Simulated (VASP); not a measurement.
MgO, 2 atoms in the cell. Symmetry: P4/mmm, No. 123, tetragonal system. Conventional cell: a = 2.829 Å, b = 2.829 Å, c = 4.446 Å, α = 90.00°, β = 90.00°, γ = 90.00°. Within 2.7 Å of Mg (site symmetry 4/mmm) lie 4 O at 2.00 Å. Within 2.7 Å of O (site symmetry 4/mmm) lie 4 Mg at 2.00 Å. 

```yaml
Program: VASP 6.6.1
Task: single point
Functional: PBE
Potentials_or_basis: VASP PAW PBE potentials, release 64 (Mg, O)
Cutoff: 520 eV
k_mesh: 6 × 6 × 8
Occupations: gaussian, width 0.1 eV
Spin: no spin polarisation
Dipole_correction: no
Further_INCAR_settings: ALGO = Normal; EDIFF = 1e-06; NBANDS = 11
```

Potentials or basis: VASP PAW PBE potentials, release 64 (Mg, O).

Launch:

```sh
$ cat potpaw_PBE.64/Mg/POTCAR potpaw_PBE.64/O/POTCAR > POTCAR
$ mpirun -np 1 vasp_std > vasp.out
```

Hardware: 1 thread of Intel(R) Xeon(R) Platinum 8488C (Sapphire Rapids) (shared host).

**Question.** Estimate the wall time of this run.

**Answer.** Run time: 13 s on 1 thread of Intel(R) Xeon(R) Platinum 8488C (Sapphire Rapids) (shared host), peak memory 0.16 GiB. Counts: scf iterations 13, k points 50.
